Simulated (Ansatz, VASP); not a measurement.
**Two plane-wave programs on Mo3H**

Contents of INCAR:

```
SYSTEM = Mo3H
  ALGO = Normal
  EDIFF = 1E-7
  EDIFFG = -0.08
  ENCUT = 600
  GGA = PE
  IBRION = 2
  ISIF = 3
  ISMEAR = 0
  LASPH = .True.
  LCHARG = .False.
  LREAL = .False.
  LWAVE = .False.
  NELM = 100
  NSW = 36
  PREC = Accurate
  SIGMA = 0.2
```

File KPOINTS:

```
k-points
0
Gamma
  7 7 3
  0 0 0
```

File POSCAR:

```
Mo3H
1.0
    3.0045415100      0.0000000000      0.0000000000
   -1.5022707500      2.6020092700      0.0000000000
    0.0000000000      0.0000000000      7.5654242200
H Mo
1 3
Direct
    0.0000000000      0.0000000000      0.0000000000
    0.0000000000      0.0000000000      0.2479888800
    0.0000000000      0.0000000000      0.7520111200
    0.0000000000      0.0000000000      0.5000000000
```

Input for Ansatz:

```yaml
crystal:
  lattice:
    - [3.00454151, 0.0, 0.0]
    - [-1.50227075, 2.60200927, 0.0]
    - [0.0, 0.0, 7.56542422]
  atoms:
    - { symbol: H, position: [0.0, 0.0, 0.0] }
    - { symbol: Mo, position: [0.0, 0.0, 0.24798888] }
    - { symbol: Mo, position: [0.0, 0.0, 0.75201112] }
    - { symbol: Mo, position: [0.0, 0.0, 0.5] }
basis:
  ecutwfc: 420
kpoints:
  mp_grid: { grid: [7, 7, 3] }
hamiltonian:
  xc: pbe
scf:
  occupations: { method: gaussian, width: 0.2 }
  lower_state_search: "off"
output:
  forces: true
  stress: true
  eigenvalues: true
relax:
  adjacent_minimum: "off"
  f_tol: 0.08
  max_steps: 16
  cell: { stress_tol: 0.8 }
```

Alike in both runs: task relaxation of cell and atoms; functional PBE; k mesh 7 × 7 × 3; occupations gaussian, width 0.2 eV; no spin polarisation.

```csv
,VASP,Ansatz
version,VASP 6.6.1,Ansatz 0.2.0
potentials or method,"VASP PAW PBE potentials, release 64 (H, Mo_sv), cutoff 600 eV","scalar-relativistic, plane waves, PAW"
valence electrons in the cell,43,43
```

VASP gave:

* gap on the k mesh at the Fermi level, each at its own relaxed structure (eV): none
* relaxed volume (Å³/atom): 14.23
* relaxed length of the cell vector where the two differ most in proportion (Å): 8.824

Which values does Ansatz return?

gap on the k mesh at the Fermi level, each at its own relaxed structure (eV): none; relaxed volume (Å³/atom): 14.23; relaxed length of the cell vector where the two differ most in proportion (Å): 8.816.

A gap of «none» marks a metal or a gap that the smearing closes.
